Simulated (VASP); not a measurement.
The system is Bi.

```
Bi
1.0
     3.23838    0.00000    0.00000
     0.00000    3.22164    0.00000
    -0.08045    0.00000    6.44389
Bi
2
Direct
  0.54425 0.00000 0.74958
  0.45575 0.00000 0.25042
```

| Item | Value |
| --- | --- |
| Program | VASP 6.6.1 |
| Task | relaxation of cell and atoms |
| Functional | PBEsol |
| Potentials or basis | VASP PAW PBE potentials, release 64 (Bi_d) |
| Cutoff | 600 eV |
| k mesh | 8 × 8 × 4 |
| Occupations | fermi-dirac, width 0.05 eV |
| Spin | no spin polarisation |

At the start: pressure -0.5 GPa; volume 33.61 Å³/atom.

Q: How do energy, volume and symmetry change on relaxing?

A: Over 16 steps the energy falls by 2.7 meV/atom and the volume is 33.25 Å³/atom (-1.1 %); space group P2/m (No. 10, to 0.1 Å) before and after.

The path:
```csv
step,energy change (eV),largest force (eV/Å),pressure (GPa),volume (Å³)
1,0.0000,0.0126,-0.50,67.23
2,-0.0018,0.0162,0.34,66.22
3,-0.0020,0.0156,0.13,66.48
4,-0.0024,0.0131,-0.01,66.62
5,-0.0025,0.0108,-0.02,66.65
6,-0.0024,0.0137,-0.05,66.71
7,-0.0028,0.0129,-0.12,66.75
8,-0.0037,0.0118,-0.21,66.84
9,-0.0031,0.0222,-0.42,67.02
10,-0.0040,0.0158,-0.29,66.90
11,-0.0043,0.0095,-0.27,66.86
12,-0.0048,0.0100,-0.20,66.77
13,-0.0049,0.0176,-0.08,66.56
14,-0.0050,0.0150,-0.14,66.65
15,-0.0052,0.0121,-0.12,66.62
16,-0.0054,0.0082,0.00,66.51
```

Final structure:
```cif
data_structure
_symmetry_space_group_name_H-M 'P 1'
_symmetry_Int_Tables_number 1
_cell_length_a 3.2178
_cell_length_b 3.2364
_cell_length_c 6.3968
_cell_angle_alpha 90.000
_cell_angle_beta 93.307
_cell_angle_gamma 90.000
_cell_volume 66.51
loop_
_atom_site_label
_atom_site_type_symbol
_atom_site_fract_x
_atom_site_fract_y
_atom_site_fract_z
_atom_site_occupancy
Bi1 Bi 0.54714 0.00000 0.74898 1
Bi2 Bi 0.45286 0.00000 0.25102 1
```

Caveat: the PAW data sets were made with another functional, which shifts forces and pressure a little.
